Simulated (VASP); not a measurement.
SnSe:

```
CELL_PARAMETERS angstrom
11.81196 0.00000 0.00000
0.00000 4.20798 0.00000
0.00000 0.00000 4.55862
ATOMIC_POSITIONS crystal
Sn 0.62098 0.71703 0.36428
Sn 0.87974 0.22421 0.86942
Sn 0.37902 0.28297 0.63572
Sn 0.12026 0.77579 0.13058
Se 0.14400 0.28948 0.54134
Se 0.64426 0.20393 0.95203
Se 0.35574 0.79607 0.04797
Se 0.85600 0.71052 0.45866
```

Base run:

| Quantity | Value |
| --- | --- |
| Program | VASP 6.6.1 |
| Functional | PBE |
| Potentials or basis | VASP PAW PBE potentials, release 64 (Sn_d, Se) |
| Cutoff | 500 eV |
| k mesh | 1 × 2 × 2, shifted |
| Occupations | fermi-dirac, width 0.01 eV |
| Spin | no spin polarisation |

Its results: band gap on the k mesh 1.33 eV (least direct gap 1.53 eV); pressure -0.2 GPa; largest force 0.180 eV/Å.

**Question.** The run is repeated on the same cell with these changes: k mesh from 1 × 2 × 2, shifted to 1 × 2 × 2, through Γ. What comes out?

**Answer.** Band gap on the k mesh 1.02 eV (least direct gap 1.28 eV); pressure 0.7 GPa; largest force 0.880 eV/Å.

Caveats: some runs use coarse meshes; spin-orbit coupling is left out, which moves the levels of the heavy elements; a shifted mesh leaves out Γ, where band edges can lie (at least some runs).

A k mesh can miss the band edges.
